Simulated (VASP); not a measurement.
# Co (I4_1/amd) in VASP: single point with PBEsol

Aim: the single point of Co with PBEsol.

All numbers are computed with VASP 6.6.1; they aren't measurements. Logs are shortened: lines on timing, memory, paths and dates and some standing lists are left out, and cuts for length are marked.

**1. The cell of the first run**

It takes space group I4_1/amd (No. 141, tetragonal). The conventional cell has a = 4.424 Å, b = 4.424 Å, c = 2.357 Å, α = 90.00°, β = 90.00°, γ = 90.00°. Within 3.0 Å of Co (site symmetry -4m2) lie 10 Co at 2.29 to 2.83 Å.

**2. Single point, PBEsol, collinear spin, ferromagnetic start**

File INCAR:

```
SYSTEM = Co
PREC = Accurate
ENCUT = 690
EDIFF = 1E-6
ISMEAR = 0
SIGMA = 0.1
LREAL = .FALSE.
LASPH = .TRUE.
NELM = 200
ALGO = Normal
ISIF = 2
LWAVE = .FALSE.
LCHARG = .TRUE.
ISPIN = 2
MAGMOM = 1.91 1.91
LORBIT = 11
LMAXMIX = 4
GGA = PS
LELF = .TRUE.
LVHAR = .TRUE.
NBANDS = 28
GGA_COMPAT = .FALSE.
```

File KPOINTS:

```
regular mesh
0
G
  8 8 8
  0 0 0
```

File POSCAR:

```
Co
1.0
   -2.2121143231      2.2121143231      1.1786041090
    2.2121143231     -2.2121143231      1.1786041090
    2.2121143231      2.2121143231     -1.1786041090
Co
2
Direct
    0.0000000000      0.0000000000      0.0000000000
    0.7500000000      0.2500000000      0.5000000000
```

Potentials or basis: VASP PAW PBE potentials, release 64 (Co_sv).

The run is started by

```bash
$ cat potpaw_PBE.64/Co_sv/POTCAR > POTCAR
$ mpirun -np 1 vasp_std > vasp.out
```

OUTCAR:

```text
SYSTEM = Co
   PREC = Accurate
   ENCUT = 690
   EDIFF = 1E-6
   ISMEAR = 0
   LREAL = .FALSE.
   LASPH = .TRUE.
   NELM = 200
   ISIF = 2
   ISPIN = 2
   LORBIT = 11
   GGA = PS

 ion  position               nearest neighbor table
   1  0.000  0.000  0.000-   2 2.29   2 2.29   2 2.29   2 2.29
   2  0.750  0.250  0.500-   1 2.29   1 2.29   1 2.29   1 2.29

  LATTYP: Found a body centered tetragonal cell.
 ALAT       =     4.4242286462
 C/A-ratio  =     0.5327952976

  Lattice vectors:

 A1 = (  -2.2121143231,   2.2121143231,   1.1786041090)
 A2 = (   2.2121143231,  -2.2121143231,   1.1786041090)
 A3 = (   2.2121143231,   2.2121143231,  -1.1786041090)

Analysis of symmetry for initial positions (statically):
=====================================================================
 Subroutine PRICEL returns:
 Original cell was already a primitive cell.

 Routine SETGRP: Setting up the symmetry group for a
 body centered tetragonal supercell.

 Subroutine GETGRP returns: Found 16 space group operations
 (whereof  8 operations were pure point group operations)
 out of a pool of 16 trial point group operations.

The static configuration has the point symmetry D_2d.
 The point group associated with its full space group is D_4h.

Analysis of symmetry for dynamics (positions and initial velocities):
=====================================================================
 Subroutine PRICEL returns:
 Original cell was already a primitive cell.

 Routine SETGRP: Setting up the symmetry group for a
 body centered tetragonal supercell.

 Subroutine GETGRP returns: Found 16 space group operations
 (whereof  8 operations were pure point group operations)
 out of a pool of 16 trial point group operations.

The dynamic configuration has the point symmetry D_2d.
 The point group associated with its full space group is D_4h.

Analysis of structural, dynamic, and magnetic symmetry:
=====================================================================
 Subroutine PRICEL returns:
 Original cell was already a primitive cell.

 Routine SETGRP: Setting up the symmetry group for a
 body centered tetragonal supercell.

 Subroutine GETGRP returns: Found 16 space group operations
 (whereof  8 operations were pure point group operations)
 out of a pool of 16 trial point group operations.

The overall configuration has the point symmetry D_2d.
 The point group associated with its full space group is D_4h.

 Subroutine INISYM returns: Found 16 space group operations
 (whereof  8 operations are pure point group operations),
 and found     1 'primitive' translations

----------------------------------------------------------------------------------------

                                     Primitive cell

  volume of cell :      23.0698

  direct lattice vectors                    reciprocal lattice vectors
    -2.212114323  2.212114323  1.178604109     0.000000000  0.226028101  0.424230661
     2.212114323 -2.212114323  1.178604109     0.226028101  0.000000000  0.424230661
     2.212114323  2.212114323 -1.178604109     0.226028101  0.226028101  0.000000000

  length of vectors
     3.343053575  3.343053575  3.343053575     0.480687379  0.480687379  0.319652006

  position of ions in fractional coordinates (direct lattice)
     0.000000000  0.000000000  0.000000000
     0.750000000  0.250000000  0.500000000

  ion indices of the primitive-cell ions
   primitive index   ion index
                 1           1
                 2           2

----------------------------------------------------------------------------------------

 KPOINTS: regular mesh

Automatic generation of k-mesh.
 Grid dimensions read from file:
 generate k-points for:    8    8    8

 Generating k-lattice:

  Cartesian coordinates                     Fractional coordinates (reciprocal lattice)
     0.000000000  0.028253513  0.053028833     0.125000000  0.000000000  0.000000000
     0.028253513  0.000000000  0.053028833     0.000000000  0.125000000  0.000000000
     0.028253513  0.028253513  0.000000000     0.000000000  0.000000000  0.125000000

  Length of vectors
     0.060085922  0.060085922  0.039956501

  Shift w.r.t. Gamma in fractional coordinates (k-lattice)
     0.000000000  0.000000000  0.000000000

 Subroutine IBZKPT returns following result:
 ===========================================

 Found     59 irreducible k-points:

 Following reciprocal coordinates:
            Coordinates               Weight
  0.000000  0.000000  0.000000      1.000000
  0.125000  0.000000  0.000000      8.000000
  0.250000  0.000000  0.000000      8.000000
  0.375000  0.000000  0.000000      8.000000
  0.500000  0.000000  0.000000      4.000000
  0.125000  0.125000  0.000000      8.000000
[... 16 lines left out ...]
  0.250000  0.125000  0.125000     16.000000
  0.375000  0.125000  0.125000      8.000000
 [... further k-points ...]
   k-points           NKPTS =     59   k-points in BZ     NKDIM =     59   number of bands    NBANDS=     28
   number of dos      NEDOS =    301   number of ions     NIONS =      2
   total plane-waves  NPLWV =  27000
   dimension x,y,z NGX =    30 NGY =   30 NGZ =   30
   dimension x,y,z NGXF=    60 NGYF=   60 NGZF=   60
   ions per type =               2
   NGX,Y,Z   is equivalent  to a cutoff of  14.92, 14.92, 14.92 a.u.
   NGXF,Y,Z  is equivalent  to a cutoff of  29.84, 29.84, 29.84 a.u.
 SYSTEM =  Co
   PREC   = accura    normal or accurate (medium, high low for compatibility)
   ISTART =      0    job   : 0-new  1-cont  2-samecut
   ICHARG =      2    charge: 1-file 2-atom 10-const
   ISPIN  =      2    spin polarized calculation?
   LNONCOLLINEAR =      F non collinear calculations
   LSORBIT =      F    spin-orbit coupling
   LASPH  =      T    aspherical Exc in radial PAW
   ENCUT  =  690.0 eV  50.71 Ry    7.12 a.u.   7.16  7.16  7.16*2*pi/ulx,y,z
   NELM   =    200;   NELMIN=  2; NELMDL= -5     # of ELM steps
   EDIFF  = 0.1E-05   stopping-criterion for ELM
   LREAL  =      F    real-space projection
   EDIFFG = 0.1E-04   stopping-criterion for IOM
   NSW    =      0    number of steps for IOM
   IBRION =     -1    ionic relax: 0-MD 1-quasi-New 2-CG
   NFREE  =      0    steps in history (QN), initial steepest desc. (CG)
   ISIF   =      2    stress and relaxation
   ISYM   =      2    0-nonsym 1-usesym 2-fastsym
   POTIM  = 0.5000    time-step for ionic-motion
   TEBEG  =    0.0;   TEEND  =   0.0 temperature during run
   PSTRESS=    0.0 pullay stress
   NELECT =      34.0000    total number of electrons
   NUPDOWN=      -1.0000    fix difference up-down
   EMIN   =  10.00;   EMAX   =-10.00  energy-range for DOS
   EFERMI =   0.00;   METHOD = LEGACY
   ISMEAR =     0;   SIGMA  =   0.10  broadening in eV -4-tet -1-fermi 0-gaus
   EFERMI_NEDOS =   21; number of points for ismear=-14 and -15
   IALGO  =     38    algorithm
   IMIX   =      4    mixing-type and parameters
     AMIX     =   0.40;   BMIX     =  1.00
     AMIX_MAG =   1.60;   BMIX_MAG =  1.00
  volume/ion in A,a.u.               =      11.53        77.84
  Fermi-wavevector in a.u.,A,eV,Ry     =   1.863031  3.520618 47.224257  3.470885
  Thomas-Fermi vector in A             =   2.910476
   LORBIT       =     11    0 simple, 1 ext, 2 COOP (PROOUT), +10 PAW based schemes
   GGA     = PS    functional components
   LHFCALC =     F    Hartree Fock is set to
   AEXX    =    0.0000 exact exchange contribution
   IVDW    =     0    specifies the selected vdW correction
   LEPSILON=     F    determine dielectric tensor
   LRPA    =     F    only Hartree local field effects (RPA)
 spin polarized calculation
 Gauss-broadening in eV      SIGMA  =   0.10
  energy-cutoff  :      690.00
  volume of cell :       23.07
 maximum number of plane-waves:       966
 NGX is ok and might be reduce to    30
   NGX = 15   NGY = 15   NGZ = 15

 number of electron      34.0000001 magnetization       3.5413701

 Free energy of the ion-electron system (eV)
  ---------------------------------------------------
  ext. energy  EPLUGINS =         0.00000000
  ---------------------------------------------------
  free energy    TOTEN  =       -14.45028183 eV

  energy without entropy =      -14.43858904  energy(sigma->0) =      -14.44443543

 E-fermi :  11.1470     XC(G=0): -13.6505

 val. band max:       11.1410652839   @ k =  -0.2500   0.1250   0.0000
 cond. band min:      11.1909817680   @ k =  -0.3750   0.3750   0.1250
 fundamental gap:      0.0499164841
 Fermi energy:        11.1470374470

 spin component 1

 k-point     1 :       0.0000    0.0000    0.0000
  band No.  band energies     occupation
      1     -84.8458      1.00000
      2     -84.7377      1.00000
      3     -48.3587      1.00000
      4     -48.3587      1.00000
      5     -48.0235      1.00000
      6     -48.0235      1.00000
[... 20 lines left out ...]
     27      37.1698      0.00000
     28      37.2247      0.00000
[... 683 lines left out ...]
 k-point    24 :       0.3750    0.1250    0.1250
  band No.  band energies     occupation
      1     -84.7726      1.00000
      2     -84.7387      1.00000
      3     -48.3664      1.00000
      4     -48.3301      1.00000
      5     -48.2645      1.00000
      6     -48.1517      1.00000
[... 20 lines left out ...]
     27      32.6789      0.00000
     28      32.8053      0.00000

 [... further k-points ...]

 spin component 2

 k-point     1 :       0.0000    0.0000    0.0000
  band No.  band energies     occupation
      1     -82.7030      1.00000
      2     -82.5879      1.00000
      3     -46.2761      1.00000
      4     -46.2761      1.00000
      5     -45.9372      1.00000
      6     -45.9324      1.00000
[... 20 lines left out ...]
     27      37.4083      0.00000
     28      37.4247      0.00000
[... 683 lines left out ...]
 k-point    24 :       0.3750    0.1250    0.1250
  band No.  band energies     occupation
      1     -82.6249      1.00000
      2     -82.5889      1.00000
      3     -46.3021      1.00000
      4     -46.2655      1.00000
      5     -46.1768      1.00000
      6     -46.0557      1.00000
[... 20 lines left out ...]
     27      32.9780      0.00000
     28      33.2532      0.00000

 [... further k-points ...]

------------------------ aborting loop because EDIFF is reached ----------------------------------------

  FORCE on cell =-STRESS in cart. coord.  units (eV):
  Direction    XX          YY          ZZ          XY          YZ          ZX
  --------------------------------------------------------------------------------------
  -------------------------------------------------------------------------------------
  Total       -0.1553257     -0.1553257     -0.2000881      0.0000000     -0.0000000      0.0000000
  in kB      -10.7872487    -10.7872487    -13.8959649      0.0000000     -0.0000000      0.0000000
  external PRESSURE =     -11.8234874 kB  Pullay stress =       0.0000000 kB

 VOLUME and BASIS-vectors are now :
 -----------------------------------------------------------------------------
  energy-cutoff  :      690.00
  volume of cell :       23.07
      direct lattice vectors                 reciprocal lattice vectors
    -2.212114323  2.212114323  1.178604109     0.000000000  0.226028101  0.424230661
     2.212114323 -2.212114323  1.178604109     0.226028101  0.000000000  0.424230661
     2.212114323  2.212114323 -1.178604109     0.226028101  0.226028101  0.000000000

 POSITION                                       TOTAL-FORCE (eV/Angst)
 -----------------------------------------------------------------------------------
      0.00000      0.00000      0.00000        -0.000000      0.000000     -0.000000
      0.00000      2.21211      0.58930         0.000000     -0.000000      0.000000
 -----------------------------------------------------------------------------------
    total drift:                                0.000000      0.000000      0.000000

  FREE ENERGIE OF THE ION-ELECTRON SYSTEM (eV)
  ---------------------------------------------------
  free  energy   TOTEN  =       -14.4502818321 eV

  energy  without entropy=      -14.4385890352  energy(sigma->0) =      -14.44443543

 total charge

# of ion       s       p       d       tot
------------------------------------------
    1        2.259   6.107   6.724  15.091
    2        2.259   6.107   6.724  15.091
--------------------------------------------------
tot          4.519  12.215  13.449  30.183

 magnetization (x)

# of ion       s       p       d       tot
------------------------------------------
    1        0.002  -0.003   1.782   1.782
    2        0.002  -0.003   1.782   1.782
--------------------------------------------------
tot          0.005  -0.005   3.564   3.563
```

It took 63 s on 1 thread of Intel Xeon 6975P-C (Granite Rapids), shared host; peak memory 0.23 GiB.

What came out:

```yaml
Free_energy: -14.4503 eV
Pressure: -1.2 GPa
Net_moment: 3.54 μB per cell
Site_moments: Co +1.78 μB
Valence_electrons_inside_the_program's_atomic_spheres: Co 15.09
```

Stress tensor (GPa, compression positive):
```
-1.08  0.00  0.00
 0.00 -1.08  0.00
 0.00  0.00 -1.39
```

Levels at points of the mesh, in eV from the Fermi level:
Spin up:
| k point | band 17 | band 18 | band 19 | band 20 | band 21 | band 22 |
| --- | --- | --- | --- | --- | --- | --- |
| (0.00, 0.00, 0.00) | -1.64 | -0.92 | -0.05 | 5.80 | 5.80 | 12.02 |
| (0.50, 0.00, 0.00) | -0.95 | -0.84 | 1.16 | 4.55 | 7.74 | 8.19 |
| (0.50, 0.50, 0.00) | -1.26 | -1.26 | -1.05 | -1.05 | 11.94 | 11.94 |
| (0.50, 0.50, 0.50) | -1.51 | -1.51 | -1.39 | -1.39 | 4.35 | 4.35 |
Spin down:
| k point | band 12 | band 13 | band 14 | band 15 | band 16 | band 17 | band 18 | band 19 |
| --- | --- | --- | --- | --- | --- | --- | --- | --- |
| (0.00, 0.00, 0.00) | -2.62 | -2.07 | 0.31 | 0.31 | 0.35 | 0.35 | 1.31 | 1.73 |
| (0.50, 0.00, 0.00) | -2.19 | -0.80 | -0.80 | -0.74 | 0.42 | 0.83 | 0.87 | 2.43 |
| (0.50, 0.50, 0.00) | -2.42 | -1.62 | -1.62 | -0.12 | -0.12 | 0.73 | 0.73 | 0.91 |
| (0.50, 0.50, 0.50) | -2.08 | -1.33 | -1.33 | -0.06 | -0.06 | 0.48 | 0.48 | 0.52 |

Caveat: the k points lie up to 0.38 Å⁻¹ apart; the PAW data sets were made with another functional, which shifts forces and pressure a little.
